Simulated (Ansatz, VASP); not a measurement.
# Ta: VASP beside Ansatz

```
Ta
1.0
     0.00000    2.06838    2.06838
     2.06838    0.00000    2.06838
     2.06838    2.06838    0.00000
Ta
1
Direct
  0.00000 0.00000 0.00000
```

Change from the starting cell: volume scaled by 0.975, PAW files.

Alike in both runs: task electric field gradients; functional r2SCAN; k mesh 14 × 14 × 14; occupations fermi-dirac, width 0.08 eV; no spin polarisation.

|  | VASP | Ansatz |
| --- | --- | --- |
| version | VASP 6.6.1 | Ansatz 0.2.0 |
| potentials or method | VASP PAW PBE potentials, release 64 (Ta_pv) | PAW with Ansatz's default frozen-core files, scalar-relativistic |
| plane-wave cutoff (eV) | 520 | 500 |
| valence electrons in the cell | 11 | 13 |

VASP gave:

* pressure (GPa): 11.8

Question: What did Ansatz give for the same quantities?

Answer: Pressure (GPa): 11.1.

VASP's potentials were made for PBE, not for r2SCAN. VASP's potentials hold 11 valence electrons a cell and Ansatz's 13, so a difference there can come from the potentials and not from the codes.

Spin-orbit coupling is off throughout.
